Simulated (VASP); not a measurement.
Here is a VASP 6.6.1 calculation.

POSCAR

```
In
1.0
   -1.8825252400      1.8825252400      1.8825252400
    1.8825252400     -1.8825252400      1.8825252400
    1.8825252400      1.8825252400     -1.8825252400
In
1
Direct
    0.0000000000      0.0000000000      0.0000000000
```

File INCAR.step1:

```
SYSTEM = In
ALGO = Normal
EDIFF = 1E-4
ENCUT = 520
GGA = PE
ISMEAR = -1
LASPH = .True.
LCHARG = .False.
LREAL = .False.
LWAVE = .True.
NBANDS = 12
NELM = 60
PREC = Accurate
SIGMA = 0.05
```

The input INCAR.step2:

```
SYSTEM = In
ALGO = Normal
EDIFF = 1E-7
ENCUT = 520
ISIF = 2
ISMEAR = -1
ISTART = 1
LASPH = .True.
LCHARG = .True.
LELF = .True.
LMIXTAU = .True.
LREAL = .False.
LVHAR = .True.
LWAVE = .False.
METAGGA = R2SCAN
NBANDS = 12
NELM = 60
PREC = Accurate
SIGMA = 0.05
```

KPOINTS

```
k-points
0
Gamma
  6 6 6
  0 0 0
```

Potentials or basis: VASP PAW PBE potentials, release 64 (In_d).

Command:

```sh
$ cat potpaw_PBE.64/In_d/POTCAR > POTCAR
$ cp INCAR.step1 INCAR
$ mpirun -np 1 vasp_std > vasp.out
$ cp INCAR.step2 INCAR
$ mpirun -np 1 vasp_std > vasp.out
```

Q: What does it give for the pressure?

A: -0.9 GPa.

Caveat: the k points lie up to 0.39 Å⁻¹ apart; the PAW data sets were made with another functional, which shifts forces and pressure a little.
